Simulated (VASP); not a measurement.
# HfN (rocksalt type) (Fm-3m) in VASP: density of states with PBE

Aim: the density of states of HfN (rocksalt type) with PBE.

All numbers are computed with VASP 6.6.1; they aren't measurements. Logs are shortened: lines on timing, memory, paths and dates and some standing lists are left out, and cuts for length are marked.

### Step 1. The cell of the first run

The structure is cubic, space group Fm-3m (No. 225). Conventional cell: a = 4.548 Å, b = 4.548 Å, c = 4.548 Å, α = 90.00°, β = 90.00°, γ = 90.00°. Within 3.0 Å of Hf (site symmetry m-3m) lie 6 N at 2.27 Å. N (site symmetry m-3m) has 6 Hf at 2.27 Å within 3.0 Å.

### Step 2. Density of states, PBE

POSCAR

```
HfN
1.0
    0.0000000000      2.2740902897      2.2740902897
    2.2740902897      0.0000000000      2.2740902897
    2.2740902897      2.2740902897      0.0000000000
Hf N
1 1
Direct
    0.0000000000      0.0000000000      0.0000000000
    0.5000000000      0.5000000000      0.5000000000
```

INCAR.step1

```
SYSTEM = HfN
  ALGO = Normal
  EDIFF = 1E-6
  ENCUT = 520
  GGA = PE
  ISIF = 2
  ISMEAR = -1
  LASPH = .TRUE.
  LCHARG = .TRUE.
  LMAXMIX = 4
  LREAL = .FALSE.
  LWAVE = .FALSE.
  NBANDS = 14
  NELM = 100
  PREC = Accurate
  SIGMA = 0.1
```

KPOINTS.step1

```
k-points
0
G
  15 15 15
  0 0 0
```

INCAR.step2

```
SYSTEM = HfN
  ALGO = Normal
  EDIFF = 1E-6
  ENCUT = 520
  GGA = PE
  ICHARG = 11
  ISIF = 2
  ISMEAR = -5
  LASPH = .TRUE.
  LCHARG = .FALSE.
  LMAXMIX = 4
  LORBIT = 11
  LREAL = .FALSE.
  LWAVE = .FALSE.
  NEDOS = 1001
  NELM = 100
  PREC = Accurate
  SIGMA = 0.1
```

KPOINTS.step2

```
k-points
0
G
  23 23 23
  0 0 0
```

Potentials or basis: VASP PAW PBE potentials, release 64 (Hf_pv, N).

Launch:

```bash
> cat potpaw_PBE.64/Hf_pv/POTCAR potpaw_PBE.64/N/POTCAR > POTCAR
> cp INCAR.step1 INCAR
> cp KPOINTS.step1 KPOINTS
> mpirun -np 1 vasp_std > vasp.out
> cp INCAR.step2 INCAR
> cp KPOINTS.step2 KPOINTS
> mpirun -np 1 vasp_std > vasp.out
```

OUTCAR:

```text
SYSTEM = HfN
   EDIFF = 1E-6
   ENCUT = 520
   GGA = PE
   ICHARG = 11
   ISIF = 2
   ISMEAR = -5
   LASPH = .TRUE.
   LORBIT = 11
   LREAL = .FALSE.
   NELM = 100
   PREC = Accurate

 ion  position               nearest neighbor table
   1  0.000  0.000  0.000-   2 2.27   2 2.27   2 2.27   2 2.27   2 2.27   2 2.27
   2  0.500  0.500  0.500-   1 2.27   1 2.27   1 2.27   1 2.27   1 2.27   1 2.27

  LATTYP: Found a face centered cubic cell.
 ALAT       =     4.5481805794

  Lattice vectors:

 A1 = (   0.0000000000,   2.2740902897,   2.2740902897)
 A2 = (   2.2740902897,   0.0000000000,   2.2740902897)
 A3 = (   2.2740902897,   2.2740902897,   0.0000000000)

Analysis of symmetry for initial positions (statically):
=====================================================================
 Subroutine PRICEL returns:
 Original cell was already a primitive cell.

 Routine SETGRP: Setting up the symmetry group for a
 face centered cubic supercell.

 Subroutine GETGRP returns: Found 48 space group operations
 (whereof 48 operations were pure point group operations)
 out of a pool of 48 trial point group operations.

The static configuration has the point symmetry O_h .

Analysis of symmetry for dynamics (positions and initial velocities):
=====================================================================
 Subroutine PRICEL returns:
 Original cell was already a primitive cell.

 Routine SETGRP: Setting up the symmetry group for a
 face centered cubic supercell.

 Subroutine GETGRP returns: Found 48 space group operations
 (whereof 48 operations were pure point group operations)
 out of a pool of 48 trial point group operations.

The dynamic configuration has the point symmetry O_h .

 Subroutine INISYM returns: Found 48 space group operations
 (whereof 48 operations are pure point group operations),
 and found     1 'primitive' translations

----------------------------------------------------------------------------------------

                                     Primitive cell

  volume of cell :      23.5209

  direct lattice vectors                    reciprocal lattice vectors
     0.000000000  2.274090290  2.274090290    -0.219868139  0.219868139  0.219868139
     2.274090290  0.000000000  2.274090290     0.219868139 -0.219868139  0.219868139
     2.274090290  2.274090290  0.000000000     0.219868139  0.219868139 -0.219868139

  length of vectors
     3.216049330  3.216049330  3.216049330     0.380822788  0.380822788  0.380822788

  position of ions in fractional coordinates (direct lattice)
     0.000000000  0.000000000  0.000000000
     0.500000000  0.500000000  0.500000000

  ion indices of the primitive-cell ions
   primitive index   ion index
                 1           1
                 2           2

----------------------------------------------------------------------------------------

 KPOINTS: k-points

Automatic generation of k-mesh.
 Grid dimensions read from file:
 generate k-points for:   23   23   23

 Generating k-lattice:

  Cartesian coordinates                     Fractional coordinates (reciprocal lattice)
    -0.009559484  0.009559484  0.009559484     0.043478261  0.000000000  0.000000000
     0.009559484 -0.009559484  0.009559484     0.000000000  0.043478261  0.000000000
     0.009559484  0.009559484 -0.009559484     0.000000000  0.000000000  0.043478261

  Length of vectors
     0.016557513  0.016557513  0.016557513

  Shift w.r.t. Gamma in fractional coordinates (k-lattice)
     0.000000000  0.000000000  0.000000000

 TETIRR: Found   1662 inequivalent tetrahedra from    73002

 Subroutine IBZKPT returns following result:
 ===========================================

 Found    364 irreducible k-points:

 Following reciprocal coordinates:
            Coordinates               Weight
  0.000000  0.000000  0.000000      1.000000
  0.043478  0.000000  0.000000      8.000000
  0.086957  0.000000  0.000000      8.000000
  0.130435  0.000000  0.000000      8.000000
  0.173913  0.000000  0.000000      8.000000
  0.217391  0.000000  0.000000      8.000000
[... 16 lines left out ...]
  0.478261  0.043478  0.000000     24.000000
 -0.478261  0.043478  0.000000     24.000000
 [... further k-points ...]
   k-points           NKPTS =    364   k-points in BZ     NKDIM =    364   number of bands    NBANDS=     11
   number of dos      NEDOS =   1001   number of ions     NIONS =      2
   total plane-waves  NPLWV =  13824
   dimension x,y,z NGX =    24 NGY =   24 NGZ =   24
   dimension x,y,z NGXF=    48 NGYF=   48 NGZF=   48
   ions per type =               1   1
   NGX,Y,Z   is equivalent  to a cutoff of  12.41, 12.41, 12.41 a.u.
   NGXF,Y,Z  is equivalent  to a cutoff of  24.81, 24.81, 24.81 a.u.
 SYSTEM =  HfN
   PREC   = accura    normal or accurate (medium, high low for compatibility)
   ISTART =      0    job   : 0-new  1-cont  2-samecut
   ICHARG =     11    charge: 1-file 2-atom 10-const
   ISPIN  =      1    spin polarized calculation?
   LNONCOLLINEAR =      F non collinear calculations
   LSORBIT =      F    spin-orbit coupling
   LASPH  =      T    aspherical Exc in radial PAW
   ENCUT  =  520.0 eV  38.22 Ry    6.18 a.u.   5.98  5.98  5.98*2*pi/ulx,y,z
   NELM   =    100;   NELMIN=  2; NELMDL=  0     # of ELM steps
   EDIFF  = 0.1E-05   stopping-criterion for ELM
   LREAL  =      F    real-space projection
   EDIFFG = 0.1E-04   stopping-criterion for IOM
   NSW    =      0    number of steps for IOM
   IBRION =     -1    ionic relax: 0-MD 1-quasi-New 2-CG
   NFREE  =      0    steps in history (QN), initial steepest desc. (CG)
   ISIF   =      2    stress and relaxation
   ISYM   =      2    0-nonsym 1-usesym 2-fastsym
   POTIM  = 0.5000    time-step for ionic-motion
   TEBEG  =    0.0;   TEEND  =   0.0 temperature during run
   PSTRESS=    0.0 pullay stress
   NELECT =      15.0000    total number of electrons
   NUPDOWN=      -1.0000    fix difference up-down
   EMIN   =  10.00;   EMAX   =-10.00  energy-range for DOS
   EFERMI =   0.00;   METHOD = LEGACY
   ISMEAR =    -5;   SIGMA  =   0.10  broadening in eV -4-tet -1-fermi 0-gaus
   EFERMI_NEDOS =   21; number of points for ismear=-14 and -15
   IALGO  =     38    algorithm
   IMIX   =      4    mixing-type and parameters
     AMIX     =   0.40;   BMIX     =  1.00
     AMIX_MAG =   1.60;   BMIX_MAG =  1.00
  volume/ion in A,a.u.               =      11.76        79.36
  Fermi-wavevector in a.u.,A,eV,Ry     =   1.409140  2.662889 27.016765  1.985676
  Thomas-Fermi vector in A             =   2.531226
   LORBIT       =     11    0 simple, 1 ext, 2 COOP (PROOUT), +10 PAW based schemes
   GGA     = PE    functional components
   LHFCALC =     F    Hartree Fock is set to
   AEXX    =    0.0000 exact exchange contribution
   IVDW    =     0    specifies the selected vdW correction
   LEPSILON=     F    determine dielectric tensor
   LRPA    =     F    only Hartree local field effects (RPA)
 non-spin polarized calculation
 Fermi weights with tetrahedron method with Bloechl corrections
  energy-cutoff  :      520.00
  volume of cell :       23.52
 maximum number of plane-waves:       646

 number of electron      15.0000000 magnetization

 Free energy of the ion-electron system (eV)
  ---------------------------------------------------
  ext. energy  EPLUGINS =         0.00000000
  ---------------------------------------------------
  free energy    TOTEN  =       -21.75581840 eV

  energy without entropy =      -21.75581840  energy(sigma->0) =      -21.75581840

 E-fermi :   8.2250     XC(G=0): -12.6278

 val. band max:        8.3104256117   @ k =  -0.1304   0.0870   0.0000
 cond. band min:       8.2001673871   @ k =  -0.0870   0.0870   0.0000
 fundamental gap:     -0.1102582247
 Fermi energy:         8.2250216114

 k-point     1 :       0.0000    0.0000    0.0000
  band No.  band energies     occupation
      1     -23.0231      2.00000
      2     -23.0231      2.00000
      3     -23.0231      2.00000
      4      -9.1848      2.00000
      5       5.2024      2.00000
      6       5.2024      2.00000
      7       5.2024      2.00000
      8       7.8720      2.00000
      9       7.8720      2.00000
     10       7.8720      2.00000
     11       9.8148      0.00000

 k-point     2 :       0.0435    0.0000    0.0000
  band No.  band energies     occupation
      1     -23.0412      2.00000
      2     -23.0246      2.00000
      3     -23.0246      2.00000
      4      -9.1428      2.00000
      5       4.9970      2.00000
      6       5.0877      2.00000
      7       5.0877      2.00000
      8       7.9300      2.00000
      9       7.9373      2.00504
     10       7.9373      2.08373
     11       9.9613      0.00000

 k-point     3 :       0.0870    0.0000    0.0000
  band No.  band energies     occupation
      1     -23.0938      2.00000
      2     -23.0291      2.00000
      3     -23.0291      2.00000
      4      -9.0191      2.00000
      5       4.4807      2.00000
      6       4.7890      2.00000
      7       4.7890      2.00000
      8       8.0479      2.00000
      9       8.1170      1.81581
     10       8.1170      1.15228
     11      10.3649      0.00000
[... 267 lines left out ...]
 k-point    23 :       0.4783    0.0435    0.0000
  band No.  band energies     occupation
      1     -23.8935      2.00000
      2     -23.1118      2.00000
      3     -23.1091      2.00000
      4      -6.6440      2.00000
      5      -0.4497      2.00000
      6       2.1479      2.00000
      7       2.1930      2.00000
      8      10.9335      0.00000
      9      11.6249      0.00000
     10      11.8260      0.00000
     11      12.9784      0.00000

 k-point    24 :      -0.4783    0.0435    0.0000
  band No.  band energies     occupation
      1     -23.9033      2.00000
      2     -23.1161      2.00000
      3     -23.1068      2.00000
      4      -6.6033      2.00000
      5      -0.5084      2.00000
      6       2.1424      2.00000
      7       2.1501      2.00000
      8      11.3418      0.00000
      9      11.4788      0.00000
     10      11.7893      0.00000
     11      12.9287      0.00000

 [... further k-points ...]
[... 5 lines left out ...]
  --------------------------------------------------------------------------------------
  -------------------------------------------------------------------------------------
  Total       -0.3558208     -0.3558208     -0.3558208      0.0000000      0.0000000      0.0000000
  in kB      -24.2375540    -24.2375540    -24.2375540      0.0000000      0.0000000      0.0000000
  external PRESSURE =     -24.2375540 kB  Pullay stress =       0.0000000 kB

 VOLUME and BASIS-vectors are now :
 -----------------------------------------------------------------------------
  energy-cutoff  :      520.00
  volume of cell :       23.52
      direct lattice vectors                 reciprocal lattice vectors
     0.000000000  2.274090290  2.274090290    -0.219868139  0.219868139  0.219868139
     2.274090290  0.000000000  2.274090290     0.219868139 -0.219868139  0.219868139
     2.274090290  2.274090290  0.000000000     0.219868139  0.219868139 -0.219868139

 POSITION                                       TOTAL-FORCE (eV/Angst)
 -----------------------------------------------------------------------------------
      0.00000      0.00000      0.00000        -0.000000      0.000000     -0.000000
      2.27409      2.27409      2.27409         0.000000     -0.000000      0.000000
 -----------------------------------------------------------------------------------
    total drift:                                0.000000     -0.000000     -0.000000

  FREE ENERGIE OF THE ION-ELECTRON SYSTEM (eV)
  ---------------------------------------------------
  free  energy   TOTEN  =       -21.7558183965 eV

  energy  without entropy=      -21.7558183965  energy(sigma->0) =      -21.75581840

 total charge

# of ion       s       p       d       tot
------------------------------------------
    1        0.286   6.547   1.729   8.561
    2        1.232   2.498   0.000   3.731
--------------------------------------------------
tot          1.518   9.045   1.729  12.292
```

Wall time 41 s (1 thread of AMD EPYC 9R45 (Zen 5), shared host); peak memory 0.19 GiB.

What came out:

| Item | Value |
| --- | --- |
| Valence electrons inside the program's atomic spheres | Hf 8.56; N 3.73 |

Caveat: spin-orbit coupling is left out, which moves the levels of the heavy elements; tetrahedron occupations give inexact forces and stress in metals.
